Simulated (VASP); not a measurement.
# Sb5O (P4/mmm) in VASP: a series of runs, part 2 of 2

VASP 6.6.1.

### 3 Single point, PBE

This run uses another cell than the first one, of 46.07 Å³/atom.

The input, INCAR:

```
PREC = Accurate ; ENCUT = 520
EDIFF = 1E-7 ; ISMEAR = 0
SIGMA = 0.1 ; LREAL = F
LASPH = T ; NELM = 60
ALGO = Fast ; ISIF = 2
LWAVE = F ; LCHARG = T
GGA = PE ; LELF = T
LVHAR = T ; NBANDS = 24
```

The input, KPOINTS:

```
Automatic mesh
0
Gamma
  8 8 4
```

The input, POSCAR:

```
Sb5O
1.0
    5.6460752097      0.0000000000      0.0000000000
    0.0000000000      5.6460752097      0.0000000000
    0.0000000000      0.0000000000      8.6712755257
Sb O
5 1
Direct
    0.0000000000      0.5000000000      0.5000000000
    0.5000000000      0.0000000000      0.5000000000
    0.0000000000      0.0000000000      0.8485730010
    0.0000000000      0.0000000000      0.1514269990
    0.0000000000      0.0000000000      0.5000000000
    0.5000000000      0.5000000000      0.0000000000
```

Potentials or basis: VASP PAW PBE potentials, release 64 (Sb, O).

Run with:

```sh
$ cat potpaw_PBE.64/Sb/POTCAR potpaw_PBE.64/O/POTCAR > POTCAR
$ mpirun -np 1 vasp_std > vasp.out
```

OUTCAR:

```text
PREC = Accurate
   ENCUT = 520
   EDIFF = 1E-7
   ISMEAR = 0
   LREAL = F
   LASPH = T
   NELM = 60
   ISIF = 2
   GGA = PE

 ion  position               nearest neighbor table
   1  0.000  0.500  0.500-   5 2.82   5 2.82
   2  0.500  0.000  0.500-   5 2.82   5 2.82
   3  0.000  0.000  0.849-   4 2.63   5 3.02
   4  0.000  0.000  0.151-   3 2.63   5 3.02
   5  0.000  0.000  0.500-   1 2.82   2 2.82   1 2.82   2 2.82   3 3.02   4 3.02
   6  0.500  0.500  0.000-

  LATTYP: Found a simple tetragonal cell.
 ALAT       =     5.6460752097
 C/A-ratio  =     1.5358058835

  Lattice vectors:

 A1 = (   5.6460752097,   0.0000000000,   0.0000000000)
 A2 = (   0.0000000000,   5.6460752097,   0.0000000000)
 A3 = (   0.0000000000,   0.0000000000,   8.6712755257)

Analysis of symmetry for initial positions (statically):
=====================================================================
 Subroutine PRICEL returns:
 Original cell was already a primitive cell.

 Routine SETGRP: Setting up the symmetry group for a
 simple tetragonal supercell.

 Subroutine GETGRP returns: Found 16 space group operations
[... 179 lines left out ...]
 fundamental gap:      0.0056631641
 Fermi energy:         1.2707037812

 k-point     1 :       0.0000    0.0000    0.0000
  band No.  band energies     occupation
      1     -13.5613      2.00000
      2     -10.5489      2.00000
      3      -8.4327      2.00000
      4      -6.8561      2.00000
      5      -6.5557      2.00000
      6      -4.8382      2.00000
[... 637 lines left out ...]
     23       7.0092      0.00000
     24       7.1158      0.00000

 [... further k-points ...]

------------------------ aborting loop because EDIFF is reached ----------------------------------------

  FORCE on cell =-STRESS in cart. coord.  units (eV):
  Direction    XX          YY          ZZ          XY          YZ          ZX
  --------------------------------------------------------------------------------------
  -------------------------------------------------------------------------------------
  Total        0.0368132      0.0368132     -0.0309603      0.0000000     -0.0000000     -0.0000000
  in kB        0.2133720      0.2133720     -0.1794485      0.0000000     -0.0000000     -0.0000000
  external PRESSURE =       0.0824318 kB  Pullay stress =       0.0000000 kB

 VOLUME and BASIS-vectors are now :
 -----------------------------------------------------------------------------
  energy-cutoff  :      520.00
  volume of cell :      276.42
      direct lattice vectors                 reciprocal lattice vectors
     5.646075210  0.000000000  0.000000000     0.177114183  0.000000000  0.000000000
     0.000000000  5.646075210  0.000000000     0.000000000  0.177114183  0.000000000
     0.000000000  0.000000000  8.671275526     0.000000000  0.000000000  0.115323287

 POSITION                                       TOTAL-FORCE (eV/Angst)
 -----------------------------------------------------------------------------------
      0.00000      2.82304      4.33564         0.000000      0.000000      0.000000
      2.82304      0.00000      4.33564         0.000000      0.000000      0.000000
      0.00000      0.00000      7.35821        -0.000000      0.000000     -0.017482
      0.00000      0.00000      1.31307         0.000000      0.000000      0.017482
      0.00000      0.00000      4.33564         0.000000      0.000000      0.000000
      2.82304      2.82304      0.00000         0.000000      0.000000      0.000000
 -----------------------------------------------------------------------------------
    total drift:                                0.000000     -0.000000     -0.000000

  FREE ENERGIE OF THE ION-ELECTRON SYSTEM (eV)
  ---------------------------------------------------
  free  energy   TOTEN  =       -17.2716429525 eV

  energy  without entropy=      -17.1960659761  energy(sigma->0) =      -17.23385446
```

It took 8.6 min on 1 thread of Oxide Virtual Turin-like, shared host; peak memory 0.45 GiB.

What came out:

```yaml
Free_energy: -17.2716 eV
Pressure: 0.0 GPa
Largest_force: 0.017 eV/Å
Band_gap_on_the_k_mesh: zero (an odd number of electrons rules out a gap without spin polarisation)
```

Forces on the atoms (eV/Å):
```
Sb   0.000  0.000  0.000
Sb   0.000  0.000  0.000
Sb   0.000  0.000 -0.017
Sb   0.000  0.000  0.017
Sb   0.000  0.000  0.000
O    0.000  0.000  0.000
```

Caveat: spin-orbit coupling is left out, which moves the levels of the heavy elements; an odd number of electrons without spin polarisation forces a metal; a magnetic or distorted state may lie lower.

### 4 Single point, PBE

This run uses another cell than the first one, of 46.19 Å³/atom.

The input, INCAR:

```
SYSTEM = Sb5O
ALGO = Fast ; EDIFF = 1E-6
ENCUT = 520 ; GGA = PE
ISIF = 2 ; ISMEAR = 0
LASPH = .TRUE. ; LCHARG = .FALSE.
LREAL = .FALSE. ; LWAVE = .FALSE.
NBANDS = 24 ; NELM = 80
PREC = Accurate ; SIGMA = 0.1
```

The input, KPOINTS:

```
k-points
0
G
  8 8 6
  0 0 0
```

The input, POSCAR:

```
Sb5O
1.0
    5.6408083922      0.0000000000      0.0000000000
    0.0000000000      5.6408083922      0.0000000000
    0.0000000000      0.0000000000      8.7105836502
Sb O
5 1
Direct
    0.0000000000      0.5000000000      0.5000000000
    0.5000000000      0.0000000000      0.5000000000
    0.0000000000      0.0000000000      0.8491549511
    0.0000000000      0.0000000000      0.1508450489
    0.0000000000      0.0000000000      0.5000000000
    0.5000000000      0.5000000000      0.0000000000
```

Run with:

```sh
$ cat potpaw_PBE.64/Sb/POTCAR potpaw_PBE.64/O/POTCAR > POTCAR
$ mpirun -np 1 vasp_std > vasp.out
```

Wall time 14 min (1 thread of Oxide Virtual Turin-like, shared host); peak memory 0.53 GiB.

It converged, with:

- Free energy: -17.2446 eV
- Pressure: 0.0 GPa
- Largest force: 0.017 eV/Å
- Band gap on the k mesh: zero (an odd number of electrons rules out a gap without spin polarisation)

Forces on the atoms (eV/Å):
```
Sb   0.000  0.000  0.000
Sb   0.000  0.000  0.000
Sb   0.000  0.000 -0.017
Sb   0.000  0.000  0.017
Sb   0.000  0.000  0.000
O    0.000  0.000  0.000
```

Levels at points of the mesh, in eV from the Fermi level:
| k point | band 13 | band 14 | band 15 | band 16 | band 17 | band 18 |
| --- | --- | --- | --- | --- | --- | --- |
| (0.00, 0.00, 0.00) | -0.15 | 0.05 | 0.05 | 0.12 | 0.35 | 0.35 |
| (0.50, 0.00, 0.00) | -0.66 | -0.66 | -0.22 | -0.19 | -0.05 | 0.67 |
| (0.50, 0.50, 0.00) | -1.24 | -0.11 | 0.05 | 0.05 | 0.12 | 0.90 |
| (0.00, 0.00, 0.50) | -0.09 | 0.00 | 0.00 | 0.11 | 0.34 | 0.34 |
| (0.50, 0.00, 0.50) | -0.28 | -0.20 | -0.16 | 0.11 | 0.20 | 0.67 |
| (0.50, 0.50, 0.50) | -0.09 | 0.12 | 0.30 | 0.30 | 0.47 | 0.47 |

Caveat: spin-orbit coupling is left out, which moves the levels of the heavy elements; an odd number of electrons without spin polarisation forces a metal; a magnetic or distorted state may lie lower.

### 5 The runs side by side

| task | cell | k mesh | cutoff (eV) | gap on the mesh (eV) | pressure (GPa) | largest force (eV/Å) |
| --- | --- | --- | --- | --- | --- | --- |
| relaxation of cell and atoms | relaxed from a = 4.597, b = 4.597, c = 9.132 Å, 6 atoms, atomic positions A | 4 × 4 × 2 | 600 | none | 0.0 | 0.03 |
| single point | a = 5.646, b = 5.646, c = 8.671 Å, 6 atoms, atomic positions B | 8 × 8 × 4 | 520 | none | 0.0 | 0.02 |
| single point | a = 5.641, b = 5.641, c = 8.711 Å, 6 atoms, atomic positions C | 8 × 8 × 6 | 520 | none | 0.0 | 0.02 |

Alike in all rows: level PBE; potentials or basis VASP PAW PBE potentials, release 64 (Sb, O); no spin polarisation; smearing gaussian 0.1 eV.

Caveats: spin-orbit coupling is left out, which moves the levels of the heavy elements; an odd number of electrons without spin polarisation forces a metal; a magnetic or distorted state may lie lower; the volume moved by over 15 % at a fixed basis, so the end points are rough (at least some runs).

Absolute energies hang on the potentials; compare differences alone.
